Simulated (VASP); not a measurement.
A run of VASP 6.6.1:

File INCAR:

```
PREC = Accurate
ENCUT = 520
EDIFF = 1E-6
ISMEAR = 0
SIGMA = 0.05
LREAL = F
LASPH = T
NELM = 80
ALGO = Normal
ISIF = 2
LWAVE = F
LCHARG = F
GGA = PS
NBANDS = 16
```

File KPOINTS:

```
regular mesh
0
Gamma
  12 12 12
```

The input POSCAR:

```
CaC2
1.0
   -1.9888143347      1.9888143347      3.0289699652
    1.9888143347     -1.9888143347      3.0289699652
    1.9888143347      1.9888143347     -3.0289699652
Ca C
1 2
Direct
    0.0000000000      0.0000000000      0.0000000000
    0.5978927200      0.5978927200      0.0000000000
    0.4021072800      0.4021072800      0.0000000000
```

Potentials or basis: VASP PAW PBE potentials, release 64 (Ca_sv, C).

Launch:

```bash
$ cat potpaw_PBE.64/Ca_sv/POTCAR potpaw_PBE.64/C/POTCAR > POTCAR
$ mpirun -np 1 vasp_std > vasp.out
```

Hardware: 1 thread of Intel(R) Xeon(R) 6975P-C (Granite Rapids), with other jobs on the host.

Q: Estimate the wall time of this run.

A: Run time: 39 s on 1 thread of Intel(R) Xeon(R) 6975P-C (Granite Rapids), on a shared host, peak memory 0.26 GiB. Counts: scf iterations 14, k points 163.
